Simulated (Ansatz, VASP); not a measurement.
## CdSe in VASP and in Ansatz

File INCAR:

```
PREC = Accurate ; ENCUT = 520
EDIFF = 1E-6 ; ISMEAR = 0
SIGMA = 0.02 ; LREAL = F
LASPH = T ; NELM = 100
ALGO = Normal ; ISIF = 2
LWAVE = F ; LCHARG = F
GGA = PE ; NBANDS = 16
```

File KPOINTS:

```
Automatic mesh
0
Gamma
  10 10 10
```

POSCAR

```
CdSe
1.0
    0.0000000000      3.1290940427      3.1290940427
    3.1290940427      0.0000000000      3.1290940427
    3.1290940427      3.1290940427      0.0000000000
Cd Se
1 1
Direct
    0.0000000000      0.0000000000      0.0000000000
    0.7500000000      0.7500000000      0.7500000000
```

Input for Ansatz:

```yaml
crystal:
  lattice:
    - [0.0, 3.12909403, 3.12909403]
    - [3.12909403, 0.0, 3.12909403]
    - [3.12909403, 3.12909403, 0.0]
  atoms:
    - { symbol: Cd, position: [0.0, 0.0, 0.0] }
    - { symbol: Se, position: [0.75, 0.75, 0.75] }
basis:
  ecutwfc: 420
kpoints:
  mp_grid: { grid: [10, 10, 10] }
hamiltonian:
  xc: pbe
scf:
  occupations: { method: gaussian, width: 0.02 }
output:
  forces: true
  stress: true
  eigenvalues: true
```

Alike in both runs: task single point; functional PBE; k mesh 10 × 10 × 10; occupations gaussian, width 0.02 eV; no spin polarisation.

```csv
,VASP,Ansatz
version,VASP 6.6.1,Ansatz 0.2.0
potentials or method,"VASP PAW PBE potentials, release 64 (Cd, Se), cutoff 520 eV","scalar-relativistic, plane waves, PAW"
valence electrons in the cell,18,36
```

VASP gave:

- gap on the k mesh at the Fermi level (eV): 0.43
- least direct gap on the mesh (eV): 0.43
- pressure (GPa): -1.0

Q: What did Ansatz give for the same quantities?

A: gap on the k mesh at the Fermi level (eV): 0.43; least direct gap on the mesh (eV): 0.43; pressure (GPa): -1.3.

VASP's potentials hold 18 valence electrons a cell and Ansatz's 36, so a difference there can come from the potentials and not from the codes.
